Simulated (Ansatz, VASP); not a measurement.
## TiO2 in VASP and in Ansatz

File POSCAR:

```
TiO2
1.0
    0.0584825851      2.4553098430      2.4553098430
    2.4553098430      0.0584825851      2.4553098430
    2.4553098430      2.4553098430      0.0584825851
Ti O
1 2
Direct
    0.0000000000      0.0000000000      0.0000000000
    0.2491291433      0.2491291433      0.2491291433
    0.7508708567      0.7508708567      0.7508708567
```

INCAR.step1

```
PREC = Accurate
ENCUT = 910
ISMEAR = 0
SIGMA = 0.01
LREAL = F
LASPH = T
NELM = 120
NBANDS = 19
GGA = PE
ALGO = Normal
EDIFF = 1E-5
LWAVE = T
LCHARG = F
GGA_COMPAT = F
```

Contents of INCAR.step2:

```
PREC = Accurate
ENCUT = 910
EDIFF = 1E-6
ISMEAR = 0
SIGMA = 0.01
LREAL = F
LASPH = T
NELM = 120
ALGO = Normal
ISIF = 2
LWAVE = F
LCHARG = F
METAGGA = R2SCAN
LMIXTAU = T
NBANDS = 19
ISTART = 1
GGA_COMPAT = F
```

File KPOINTS:

```
Automatic mesh
0
Gamma
  10 10 10
```

Input for Ansatz:

```yaml
crystal:
  lattice:
    - [0.0584825851, 2.455309843, 2.455309843]
    - [2.455309843, 0.0584825851, 2.455309843]
    - [2.455309843, 2.455309843, 0.0584825851]
  atoms:
    - { symbol: Ti, position: [0.0, 0.0, 0.0] }
    - { symbol: O, position: [0.2491291433, 0.2491291433, 0.2491291433] }
    - { symbol: O, position: [0.7508708567, 0.7508708567, 0.7508708567] }
kpoints:
  mp_grid: { grid: [10, 10, 10] }
  band_path:
    path:
      - [0.0, 0.0, 0.0]
      - [0.5, 0.0, 0.5]
      - [0.625, 0.25, 0.625]
      - [0.375, 0.375, 0.75]
      - [0.5, 0.5, 0.5]
      - [0.5, 0.25, 0.75]
    npoints: 1
hamiltonian:
  xc: r2scan
scf:
  occupations: { method: fixed }
  n_extra_bands: 4
output:
  forces: true
  stress: true
  eigenvalues: true
```

Change from the starting cell: shear_111 strain +3.7%.

Alike in both runs: task single point; functional r2SCAN; k mesh 10 × 10 × 10; no spin polarisation.

|  | VASP | Ansatz |
| --- | --- | --- |
| version | VASP 6.6.1 | Ansatz 0.2.0 |
| potentials or method | VASP PAW PBE potentials, release 64 (Ti_sv, O_h) | plane waves, PAW |
| plane-wave cutoff (eV) | 910 | 500 |
| occupations | gaussian, width 0.01 eV | fixed |
| valence electrons in the cell | 24 | 24 |

|  | VASP | Ansatz | Ansatz less VASP |
| --- | --- | --- | --- |
| gap on the k mesh at the Fermi level (eV) | 1.52 | 1.48 | -0.041 |
| rms of the force components (eV/Å) | 0.006 | 0.000 | -0.0059 |

VASP's potentials were made for PBE, not for r2SCAN. Atom by atom the forces differ by 0.006 eV/Å (rms over components).

Noted on VASP's run: the cutoff is short for stress, so the pressure is rough.
